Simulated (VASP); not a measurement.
Input of a VASP 6.6.1 run:

File INCAR:

```
PREC = Accurate
ENCUT = 520
EDIFF = 1E-6
ISMEAR = 0
SIGMA = 0.05
LREAL = False
LASPH = True
NELM = 60
ALGO = Normal
ISIF = 2
LWAVE = False
LCHARG = False
GGA = PE
NBANDS = 11
```

Contents of KPOINTS:

```
Automatic mesh
0
Gamma
  12 12 12
```

File POSCAR:

```
SiC
1.0
    0.0000000000      2.1631284784      2.1631284784
    2.1631284784      0.0000000000      2.1631284784
    2.0735749594      2.0735749594      0.0895535190
Si C
1 1
Direct
    0.0000000000      0.0000000000      0.0000000000
    0.7500000000      0.7500000000      0.7500000000
```

Potentials or basis: VASP PAW PBE potentials, release 64 (Si, C).

The run is started by

```console
$ cat potpaw_PBE.64/Si/POTCAR potpaw_PBE.64/C/POTCAR > POTCAR
$ mpirun -np 1 vasp_std > vasp.out
```

(1) Predict the band gap on the k mesh.

(2) Estimate the pressure.

(3) Estimate the largest force.

Results:

(1) 0.96 eV, indirect (least direct gap 4.14 eV).

(2) 27.6 GPa.

(3) 1.250 eV/Å.

Caveat: forces of over 1 eV/Å act on the atoms, so gaps and moduli don't describe the material at rest.
